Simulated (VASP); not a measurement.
## AlNi3: single point with PBE

AlNi3:

```xyz
4
Lattice="3.2705 0.0000 0.0000 0.0000 3.2705 0.0000 0.0000 0.0000 3.2705" Properties=species:S:1:pos:R:3 pbc="T T T"
Al    0.0000    0.0000    0.0000
Ni    0.0000    1.6353    1.6353
Ni    1.6353    0.0000    1.6353
Ni    1.6353    1.6353    0.0000
```

- Program: VASP 6.6.1
- Task: single point
- Functional: PBE
- Potentials or basis: VASP PAW PBE potentials, release 64 (Al, Ni)
- Cutoff: 520 eV
- k mesh: 10 × 10 × 10
- Occupations: fermi-dirac, width 0.03 eV
- Spin: collinear spin, ferromagnetic start
- Starting moments: [0.0, 1.5, 1.5, 1.5] μB

```yaml
Pressure: 84.8 GPa
Net_moment: 0.00 μB per cell
Valence_electrons_inside_the_program's_atomic_spheres: Al 0.97; Ni 9.98
```

Levels at points of the mesh, in eV from the Fermi level:
Spin up:
| k point | band 14 | band 15 | band 16 | band 17 | band 18 | band 19 | band 20 | band 21 |
| --- | --- | --- | --- | --- | --- | --- | --- | --- |
| (0.00, 0.00, 0.00) | 0.28 | 0.28 | 0.28 | 0.97 | 0.97 | 0.97 | 8.15 | 8.15 |
| (0.50, 0.00, 0.00) | -1.47 | -1.26 | -0.52 | 0.28 | 6.55 | 6.55 | 7.01 | 7.01 |
| (0.50, 0.50, 0.00) | -1.53 | -1.17 | -1.07 | -0.71 | 1.47 | 1.47 | 9.52 | 9.52 |
| (0.50, 0.50, 0.50) | -1.34 | -1.34 | -0.58 | -0.02 | -0.02 | -0.02 | 5.34 | 5.54 |
Spin down:
| k point | band 13 | band 14 | band 15 | band 16 | band 17 | band 18 | band 19 | band 20 | band 21 | band 22 |
| --- | --- | --- | --- | --- | --- | --- | --- | --- | --- | --- |
| (0.00, 0.00, 0.00) | -0.09 | 0.28 | 0.28 | 0.28 | 0.97 | 0.97 | 0.97 | 8.15 | 8.15 | 10.00 |
| (0.50, 0.00, 0.00) | -1.47 | -1.47 | -1.26 | -0.52 | 0.28 | 6.55 | 6.55 | 7.01 | 7.01 | 7.42 |
| (0.50, 0.50, 0.00) | -1.71 | -1.53 | -1.17 | -1.07 | -0.71 | 1.47 | 1.47 | 9.52 | 9.52 | 10.32 |
| (0.50, 0.50, 0.50) | -1.72 | -1.34 | -1.34 | -0.58 | -0.02 | -0.02 | -0.02 | 5.34 | 5.54 | 5.54 |

Wall time 35 s on 1 thread of Intel(R) Xeon(R) 6975P-C (Granite Rapids), with other jobs on the host, peak memory 0.2 GiB.

Caveat: the cell stands under pressure; the moments typed at the start vanished in this run.
